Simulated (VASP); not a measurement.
Set up this calculation in VASP 6.6.1, as the native input.

```
Task                   : single point
Functional             : LDA
Potentials or basis    : VASP PAW LDA potentials, release 64 (Tc_pv)
Cutoff                 : 520 eV
k mesh                 : 9 × 9 × 5
Occupations            : fermi-dirac, width 0.1 eV
Spin                   : no spin polarisation
Dipole correction      : no
Further INCAR settings : ALGO = Normal; EDIFF = 1e-06; NBANDS = 20
```

The structure of Tc lies in POSCAR:

```
Tc
1.0
    2.6641334546      0.0000000000      0.0000000000
   -1.3320667273      2.3072072507      0.0000000000
    0.0000000000      0.0000000000      4.2577709941
Tc
2
Direct
    0.3333333333      0.6666666667      0.2500000000
    0.6666666667      0.3333333333      0.7500000000
```

The input as run:

INCAR

```
SYSTEM = Tc
  PREC = Accurate
  ENCUT = 520
  EDIFF = 1E-6
  ISMEAR = -1
  SIGMA = 0.1
  LREAL = .FALSE.
  LASPH = .TRUE.
  NELM = 100
  ALGO = Normal
  ISIF = 2
  LWAVE = .FALSE.
  LCHARG = .TRUE.
  LELF = .TRUE.
  LVHAR = .TRUE.
  NBANDS = 20
```

KPOINTS

```
Automatic mesh
0
G
  9 9 5
  0 0 0
```

Potentials or basis: VASP PAW LDA potentials, release 64 (Tc_pv).

Command:

```console
$ cat potpaw_LDA.64/Tc_pv/POTCAR > POTCAR
$ mpirun -np 1 vasp_std > vasp.out
```

Results of the run:

```
Pressure               : 20.1 GPa
Band gap on the k mesh : zero (band 13 reaches 15.29 eV, above the bottom of band 14 at 12.79 eV)
```

It took 20 s on 1 thread of Intel(R) Xeon(R) Platinum 8259CL CPU @ 2.50GHz (Skylake/Cascade Lake), on a shared host, peak memory 0.13 GiB.
